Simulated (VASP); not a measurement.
# Rh in VASP: single point with PBE

Aim: the single point of Rh with PBE.

Everything below comes from runs of VASP 6.6.1. Logs are shortened: lines on timing, memory, paths and dates and some standing lists are left out, and cuts for length are marked.

### Step 1. The cell of the first run

The cell holds a slab with vacuum, 7 atoms: a = 2.708 Å, b = 2.708 Å, c = 29.265 Å, α = 90.00°, β = 90.00°, γ = 60.00°.

### Step 2. Single point, PBE

The input, INCAR:

```
PREC     = Accurate       # precision mode
ENCUT    = 520            # plane-wave cutoff, eV
EDIFF    = 1E-6           # SCF threshold, eV
ISMEAR   = 1              # smearing method
SIGMA    = 0.1            # smearing width, eV
LREAL    = False          # projectors in reciprocal space
LASPH    = True           # aspherical terms in the spheres
NELM     = 60             # most SCF steps
ALGO     = Normal         # electronic algorithm
ISIF     = 2              # what is computed and relaxed
LWAVE    = False          # write WAVECAR
LCHARG   = True           # write CHGCAR
LDIPOL   = True         
IDIPOL   = 3            
DIPOL    = 0.5 0.5 0.500
GGA      = PE             # functional
LELF     = True           # ELF
LVHAR    = True         
LVACPOTAV= True         
NBANDS   = 62             # bands
```

The input, KPOINTS:

```
regular mesh
0
Gamma
  14 14 1
```

The input, POSCAR:

```
Rh
1.0
    2.7077695870     -0.0000000003      0.0000000000
    1.3538847938      2.3449972498      0.0000000000
    0.0000000000      0.0000000000     29.2653076580
Rh
7
Direct
    0.0000000000      0.0000000000      0.2752072905
    0.3333333333      0.3333333333      0.3493704723
    0.6666666667      0.6666666667      0.4241228716
    0.0000000000      0.0000000000      0.4999999991
    0.3333333333      0.3333333333      0.5758771287
    0.6666666667      0.6666666667      0.6506295300
    0.0000000000      0.0000000000      0.7247927078
```

Potentials or basis: VASP PAW PBE potentials, release 64 (Rh_pv).

On the command line:

```console
> cat potpaw_PBE.64/Rh_pv/POTCAR > POTCAR
> mpirun -np 1 vasp_std > vasp.out
```

OUTCAR:

```text
PREC = Accurate
   ENCUT = 520
   EDIFF = 1E-6
   ISMEAR = 1
   LREAL = False
   LASPH = True
   NELM = 60
   ISIF = 2
   GGA = PE

 ion  position               nearest neighbor table
   1  0.000  0.000  0.275-   2 2.67   2 2.67   2 2.67
   2  0.333  0.333  0.349-   1 2.67   1 2.67   1 2.67   3 2.69   3 2.69   3 2.69
   3  0.667  0.667  0.424-   2 2.69   2 2.69   2 2.69   4 2.72   4 2.72   4 2.72
   4  0.000  0.000  0.500-   3 2.72   3 2.72   3 2.72   5 2.72   5 2.72   5 2.72
   5  0.333  0.333  0.576-   6 2.69   6 2.69   6 2.69   4 2.72   4 2.72   4 2.72
   6  0.667  0.667  0.651-   7 2.67   7 2.67   7 2.67   5 2.69   5 2.69   5 2.69
   7  0.000  0.000  0.725-   6 2.67   6 2.67   6 2.67

  LATTYP: Found a hexagonal cell.
 ALAT       =     2.7077695870
 C/A-ratio  =    10.8079017499

  Lattice vectors:

 A1 = (  -1.3538847938,  -2.3449972498,   0.0000000000)
 A2 = (   2.7077695870,  -0.0000000003,   0.0000000000)
 A3 = (   0.0000000000,   0.0000000000,  29.2653076580)

Analysis of symmetry for initial positions (statically):
=====================================================================
 Subroutine PRICEL returns:
 Original cell was already a primitive cell.

 Routine SETGRP: Setting up the symmetry group for a
 hexagonal supercell.

 Subroutine GETGRP returns: Found 12 space group operations
 (whereof 12 operations were pure point group operations)
 out of a pool of 24 trial point group operations.

The static configuration has the point symmetry D_3d.

Analysis of symmetry for dynamics (positions and initial velocities):
=====================================================================
 Subroutine PRICEL returns:
 Original cell was already a primitive cell.

 Routine SETGRP: Setting up the symmetry group for a
 hexagonal supercell.

 Subroutine GETGRP returns: Found 12 space group operations
 (whereof 12 operations were pure point group operations)
 out of a pool of 24 trial point group operations.

The dynamic configuration has the point symmetry D_3d.

 Subroutine INISYM returns: Found 12 space group operations
 (whereof 12 operations are pure point group operations),
 and found     1 'primitive' translations

----------------------------------------------------------------------------------------

                                     Primitive cell

  volume of cell :     185.8263

  direct lattice vectors                    reciprocal lattice vectors
     2.707769587 -0.000000000  0.000000000     0.369307642 -0.213219866  0.000000000
     1.353884794  2.344997250  0.000000000     0.000000000  0.426439733  0.000000000
     0.000000000  0.000000000 29.265307658     0.000000000  0.000000000  0.034170152

  length of vectors
     2.707769587  2.707769587 29.265307658     0.426439733  0.426439733  0.034170152

  position of ions in fractional coordinates (direct lattice)
     0.000000000  0.000000000  0.275207290
     0.333333333  0.333333333  0.349370472
     0.666666667  0.666666667  0.424122872
     0.000000000  0.000000000  0.499999999
     0.333333333  0.333333333  0.575877129
     0.666666667  0.666666667  0.650629530
     0.000000000  0.000000000  0.724792708

  ion indices of the primitive-cell ions
   primitive index   ion index
                 1           1
                 2           2
                 3           3
                 4           4
                 5           5
                 6           6
                 7           7

----------------------------------------------------------------------------------------

 KPOINTS: regular mesh

Automatic generation of k-mesh.
 Grid dimensions read from file:
 generate k-points for:   14   14    1

 Generating k-lattice:

  Cartesian coordinates                     Fractional coordinates (reciprocal lattice)
     0.026379117 -0.015229990  0.000000000     0.071428571  0.000000000  0.000000000
     0.000000000  0.030459981  0.000000000    -0.000000000  0.071428571  0.000000000
     0.000000000  0.000000000  0.034170152     0.000000000  0.000000000  1.000000000

  Length of vectors
     0.030459981  0.030459981  0.034170152

  Shift w.r.t. Gamma in fractional coordinates (k-lattice)
     0.000000000  0.000000000  0.000000000

 Subroutine IBZKPT returns following result:
 ===========================================

 Found     24 irreducible k-points:

 Following reciprocal coordinates:
            Coordinates               Weight
  0.000000  0.000000  0.000000      1.000000
  0.071429  0.000000  0.000000      6.000000
  0.142857  0.000000  0.000000      6.000000
  0.214286  0.000000  0.000000      6.000000
  0.285714  0.000000  0.000000      6.000000
  0.357143  0.000000  0.000000      6.000000
[... 16 lines left out ...]
 -0.428571  0.285714  0.000000      6.000000
 -0.357143  0.285714  0.000000      6.000000
   k-points           NKPTS =     24   k-points in BZ     NKDIM =     24   number of bands    NBANDS=     62
   number of dos      NEDOS =    301   number of ions     NIONS =      7
   total plane-waves  NPLWV =  89600
   dimension x,y,z NGX =    20 NGY =   20 NGZ =  224
   dimension x,y,z NGXF=    40 NGYF=   40 NGZF=  448
   ions per type =               7
   NGX,Y,Z   is equivalent  to a cutoff of  12.28, 12.28, 12.72 a.u.
   NGXF,Y,Z  is equivalent  to a cutoff of  24.56, 24.56, 25.45 a.u.
 SYSTEM =  unknown system
   PREC   = accura    normal or accurate (medium, high low for compatibility)
   ISTART =      0    job   : 0-new  1-cont  2-samecut
   ICHARG =      2    charge: 1-file 2-atom 10-const
   ISPIN  =      1    spin polarized calculation?
   LNONCOLLINEAR =      F non collinear calculations
   LSORBIT =      F    spin-orbit coupling
   LASPH  =      T    aspherical Exc in radial PAW
   ENCUT  =  520.0 eV  38.22 Ry    6.18 a.u.   5.03  5.03 54.41*2*pi/ulx,y,z
   NELM   =     60;   NELMIN=  2; NELMDL= -5     # of ELM steps
   EDIFF  = 0.1E-05   stopping-criterion for ELM
   LREAL  =      F    real-space projection
   EDIFFG = 0.1E-04   stopping-criterion for IOM
   NSW    =      0    number of steps for IOM
   IBRION =     -1    ionic relax: 0-MD 1-quasi-New 2-CG
   NFREE  =      0    steps in history (QN), initial steepest desc. (CG)
   ISIF   =      2    stress and relaxation
   ISYM   =      2    0-nonsym 1-usesym 2-fastsym
   POTIM  = 0.5000    time-step for ionic-motion
   TEBEG  =    0.0;   TEEND  =   0.0 temperature during run
   PSTRESS=    0.0 pullay stress
   NELECT =     105.0000    total number of electrons
   NUPDOWN=      -1.0000    fix difference up-down
   EMIN   =  10.00;   EMAX   =-10.00  energy-range for DOS
   EFERMI =   0.00;   METHOD = LEGACY
   ISMEAR =     1;   SIGMA  =   0.10  broadening in eV -4-tet -1-fermi 0-gaus
   EFERMI_NEDOS =   21; number of points for ismear=-14 and -15
   IALGO  =     38    algorithm
   IMIX   =      4    mixing-type and parameters
     AMIX     =   0.40;   BMIX     =  1.00
     AMIX_MAG =   1.60;   BMIX_MAG =  1.00
  volume/ion in A,a.u.               =      26.55       179.15
  Fermi-wavevector in a.u.,A,eV,Ry     =   1.353429  2.557610 24.922753  1.831771
  Thomas-Fermi vector in A             =   2.480685
   LORBIT       =      0    0 simple, 1 ext, 2 COOP (PROOUT), +10 PAW based schemes
   GGA     = PE    functional components
   LHFCALC =     F    Hartree Fock is set to
   AEXX    =    0.0000 exact exchange contribution
   IVDW    =     0    specifies the selected vdW correction
   LEPSILON=     F    determine dielectric tensor
   LRPA    =     F    only Hartree local field effects (RPA)
 non-spin polarized calculation
 Methfessel and Paxton  Order N= 1 SIGMA  =   0.10
  energy-cutoff  :      520.00
  volume of cell :      185.83
 maximum number of plane-waves:      5059
   NGX = 11   NGY = 11   NGZ =109

 dipolmoment           0.000000      0.000000      0.000000 electrons x Angstroem

 number of electron     104.9999997 magnetization

 dipolmoment           0.000000      0.000000     -0.000000 electrons x Angstroem

 Free energy of the ion-electron system (eV)
  ---------------------------------------------------
  ext. energy  EPLUGINS =         0.00000000
  ---------------------------------------------------
  free energy    TOTEN  =       -49.22171755 eV

  energy without entropy =      -49.22250919  energy(sigma->0) =      -49.22198143

 E-fermi :   3.6725     XC(G=0):  -7.9700

 val. band max:        3.6673619877   @ k =  -0.4286   0.1429   0.0000
 cond. band min:       3.6838268700   @ k =   0.3571   0.1429   0.0000
 fundamental gap:      0.0164648823
 Fermi energy:         3.6724886983

 k-point     1 :       0.0000    0.0000    0.0000
  band No.  band energies     occupation
      1     -43.3501      2.00000
      2     -43.2966      2.00000
      3     -43.0835      2.00000
      4     -42.9309      2.00000
      5     -42.7930      2.00000
      6     -42.7930      2.00000
[... 54 lines left out ...]
     61       4.1911     -0.00000
     62       4.1911     -0.00000

 k-point     2 :       0.0714    0.0000    0.0000
  band No.  band energies     occupation
      1     -43.3405      2.00000
      2     -43.2898      2.00000
      3     -43.0829      2.00000
      4     -42.9378      2.00000
      5     -42.8192      2.00000
      6     -42.8145      2.00000
[... 54 lines left out ...]
     61       4.2039     -0.00000
     62       4.3625     -0.00000

 k-point     3 :       0.1429    0.0000    0.0000
  band No.  band energies     occupation
      1     -43.3135      2.00000
      2     -43.2713      2.00000
      3     -43.0853      2.00000
      4     -42.9696      2.00000
      5     -42.8919      2.00000
      6     -42.8661      2.00000
[... 1354 lines left out ...]
     61      10.4985      0.00000
     62      11.4341      0.00000

 k-point    24 :      -0.3571    0.2857    0.0000
  band No.  band energies     occupation
      1     -43.2407      2.00000
      2     -43.2306      2.00000
      3     -43.2013      2.00000
      4     -43.2001      2.00000
      5     -43.1727      2.00000
      6     -43.1515      2.00000
[... 54 lines left out ...]
     61      10.6686      0.00000
     62      11.1207      0.00000

------------------------ aborting loop because EDIFF is reached ----------------------------------------

  FORCE on cell =-STRESS in cart. coord.  units (eV):
  Direction    XX          YY          ZZ          XY          YZ          ZX
  --------------------------------------------------------------------------------------
  -------------------------------------------------------------------------------------
  Total       -1.9370401     -1.9370401     -0.0497387     -0.0000000      0.0000000     -0.0000000
  in kB      -16.7009838    -16.7009838     -0.4288429     -0.0000000      0.0000000     -0.0000000
  external PRESSURE =     -11.2769368 kB  Pullay stress =       0.0000000 kB

 VOLUME and BASIS-vectors are now :
 -----------------------------------------------------------------------------
  energy-cutoff  :      520.00
  volume of cell :      185.83
      direct lattice vectors                 reciprocal lattice vectors
     2.707769587 -0.000000000  0.000000000     0.369307642 -0.213219866  0.000000000
     1.353884794  2.344997250  0.000000000     0.000000000  0.426439733  0.000000000
     0.000000000  0.000000000 29.265307658     0.000000000  0.000000000  0.034170152

 POSITION                                       TOTAL-FORCE (eV/Angst)
 -----------------------------------------------------------------------------------
      0.00000      0.00000      8.05403         0.000000      0.000000      0.010102
      1.35388      0.78167     10.22443         0.000000      0.000000     -0.008877
      2.70777      1.56333     12.41209        -0.000000      0.000000     -0.012105
      0.00000      0.00000     14.63265         0.000000      0.000000      0.000000
      1.35388      0.78167     16.85322         0.000000     -0.000000      0.012105
      2.70777      1.56333     19.04087        -0.000000     -0.000000      0.008877
      0.00000      0.00000     21.21128         0.000000     -0.000000     -0.010102
 -----------------------------------------------------------------------------------
    total drift:                                0.000000      0.000000     -0.000002

  FREE ENERGIE OF THE ION-ELECTRON SYSTEM (eV)
  ---------------------------------------------------
  free  energy   TOTEN  =       -49.2217175525 eV

  energy  without entropy=      -49.2225091899  energy(sigma->0) =      -49.22198143

 vacuum level on the upper side and lower side of the slab         8.832         8.832
```

Wall time 9.4 min (1 thread of Intel Xeon 6975P-C, shared host); peak memory 0.4 GiB.

What came out:

```
Free energy   : -49.2217 eV
Largest force : 0.012 eV/Å
```

Forces in eV/Å, atoms in the order of the input:
```
Rh   0.000  0.000  0.010
Rh   0.000  0.000 -0.009
Rh   0.000  0.000 -0.012
Rh   0.000  0.000  0.000
Rh   0.000  0.000  0.012
Rh   0.000  0.000  0.009
Rh   0.000  0.000 -0.010
```
